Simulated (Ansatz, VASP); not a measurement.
**One calculation of BP, two programs**

Contents of INCAR:

```
SYSTEM = BP
PREC = Accurate
ENCUT = 520
EDIFF = 1E-6
ISMEAR = 0
SIGMA = 0.05
LREAL = .FALSE.
LASPH = .TRUE.
NELM = 60
ALGO = Normal
ISIF = 2
LWAVE = .FALSE.
LCHARG = .FALSE.
GGA = PE
NBANDS = 11
```

Contents of KPOINTS:

```
Automatic mesh
0
G
  12 12 12
  0 0 0
```

POSCAR

```
BP
1.0
    0.0000000000      2.2537058272      2.2537058272
    2.2537058272      0.0000000000      2.2537058272
    2.2537058272      2.2537058272      0.0000000000
B P
1 1
Direct
    0.0000000000      0.0000000000      0.0000000000
    0.7500000000      0.7500000000      0.7500000000
```

Input for Ansatz:

```yaml
crystal:
  lattice:
    - [0.0, 2.2537058272, 2.2537058272]
    - [2.2537058272, 0.0, 2.2537058272]
    - [2.2537058272, 2.2537058272, 0.0]
  atoms:
    - { symbol: B, position: [0.0, 0.0, 0.0] }
    - { symbol: P, position: [0.75, 0.75, 0.75] }
basis:
  ecutwfc: 520.0
kpoints:
  mp_grid: { grid: [12, 12, 12] }
hamiltonian:
  xc: pbe
scf:
  occupations: { method: gaussian, width: 0.05 }
output:
  forces: true
  stress: true
  eigenvalues: true
  write_density: true
  write_potential: true
  elf: true
  volumetric_format: npy
```

Alike in both runs: task single point; functional PBE; k mesh 12 × 12 × 12; occupations gaussian, width 0.05 eV; no spin polarisation.

|  | VASP | Ansatz |
| --- | --- | --- |
| version | VASP 6.6.1 | Ansatz 0.2.0 |
| potentials or method | VASP PAW PBE potentials, release 64 (B, P), cutoff 520 eV | scalar-relativistic, plane waves, PAW |
| valence electrons in the cell | 8 | 8 |

|  | VASP | Ansatz | Ansatz less VASP |
| --- | --- | --- | --- |
| gap on the k mesh at the Fermi level (eV) | 1.21 | 1.21 | +0.005 |
| least direct gap on the mesh (eV) | 3.43 | 3.44 | +0.004 |
| pressure (GPa) | 4.4 | 4.6 | +0.25 |

With one functional, cell and mesh, what is left measures potentials, basis and numerics.
